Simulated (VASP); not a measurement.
A run of VASP 6.6.1 is set up as follows.

Contents of INCAR:

```
SYSTEM = Bi2B3Br
  PREC = Accurate
  ENCUT = 520
  EDIFF = 1E-7
  ISMEAR = 0
  SIGMA = 0.1
  LREAL = .FALSE.
  LASPH = .TRUE.
  NELM = 60
  ALGO = Normal
  ISIF = 2
  LWAVE = .FALSE.
  LCHARG = .TRUE.
  GGA = PE
  LELF = .TRUE.
  LVHAR = .TRUE.
  NBANDS = 32
```

The input KPOINTS:

```
Automatic mesh
0
G
  6 6 6
  0 0 0
```

POSCAR

```
Bi2B3Br
1.0
    2.4592234961      1.4198333475      7.0996627314
   -2.4592234961      1.4198333475      7.0996627314
    0.0000000000     -2.8396666949      7.0996627314
B Bi Br
3 2 1
Direct
    0.8753137712      0.2046348232      0.8753137712
    0.2046348232      0.8753137712      0.8753137712
    0.8753137712      0.8753137712      0.2046348232
    0.5892488751      0.5892488751      0.5892488751
    0.3770958943      0.3770958943      0.3770958943
    0.7888619949      0.7888619949      0.7888619949
```

Potentials or basis: VASP PAW PBE potentials, release 64 (B, Bi_d, Br).

Command:

```console
$ cat potpaw_PBE.64/B/POTCAR potpaw_PBE.64/Bi_d/POTCAR potpaw_PBE.64/Br/POTCAR > POTCAR
$ mpirun -np 1 vasp_std > vasp.out
```

Q: Predict the largest force.

A: 0.035 eV/Å.

Q: Predict the pressure.

A: 0.0 GPa.

Forces on the atoms (eV/Å):
```
B   -0.031  0.018  0.001
B    0.031  0.018  0.001
B    0.000 -0.035  0.001
Bi   0.000  0.000  0.028
Bi   0.000  0.000 -0.014
Br   0.000  0.000 -0.017
```
